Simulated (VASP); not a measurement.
Write the native input for VASP 6.6.1 that does the following.

| Quantity | Value |
| --- | --- |
| Task | single point |
| Functional | PBE |
| Potentials or basis | VASP PAW PBE potentials, release 64 (B, W_sv, O) |
| Cutoff | 520 eV |
| k mesh | 4 × 4 × 4 |
| Occupations | gaussian, width 0.1 eV |
| Spin | no spin polarisation |
| Dipole correction | no |
| Further INCAR settings | ALGO = Normal; EDIFF = 1e-06; NBANDS = 35 |

The structure of B2WO5 lies in POSCAR:

```
B2WO5
1.0
    0.0000000000      3.5209338400      3.5209338400
    3.5209338400      0.0000000000      3.5209338400
    3.5209338400      3.5209338400      0.0000000000
B W O
2 1 5
Direct
    0.2500000000      0.2500000000      0.2500000000
    0.7500000000      0.7500000000      0.7500000000
    0.0000000000      0.0000000000      0.0000000000
    0.8535974000      0.8535974000      0.8535974000
    0.8535974000      0.8535974000      0.4392078100
    0.8535974000      0.4392078100      0.8535974000
    0.4392078100      0.8535974000      0.8535974000
    0.5000000000      0.5000000000      0.5000000000
```

The input as run:

INCAR

```
PREC = Accurate
ENCUT = 520
EDIFF = 1E-6
ISMEAR = 0
SIGMA = 0.1
LREAL = False
LASPH = True
NELM = 80
ALGO = Normal
ISIF = 2
LWAVE = False
LCHARG = False
GGA = PE
NBANDS = 35
```

KPOINTS

```
regular mesh
0
Gamma
  4 4 4
```

Potentials or basis: VASP PAW PBE potentials, release 64 (B, W_sv, O).

Run with:

```sh
$ cat potpaw_PBE.64/B/POTCAR potpaw_PBE.64/W_sv/POTCAR potpaw_PBE.64/O/POTCAR > POTCAR
$ mpirun -np 1 vasp_std > vasp.out
```

Results of the run:

```json
{
 "Pressure": "38.4 GPa",
 "Largest force": "11.242 eV/Å",
 "Band gap on the k mesh": "0.17 eV, direct"
}
```

Caveat: spin-orbit coupling is left out, which moves the levels of the heavy elements; forces of over 1 eV/Å act on the atoms, so gaps and moduli don't describe the material at rest.

Wall time 30 s on 1 thread of Intel(R) Xeon(R) 6975P-C (Granite Rapids), on a shared host, peak memory 0.24 GiB.
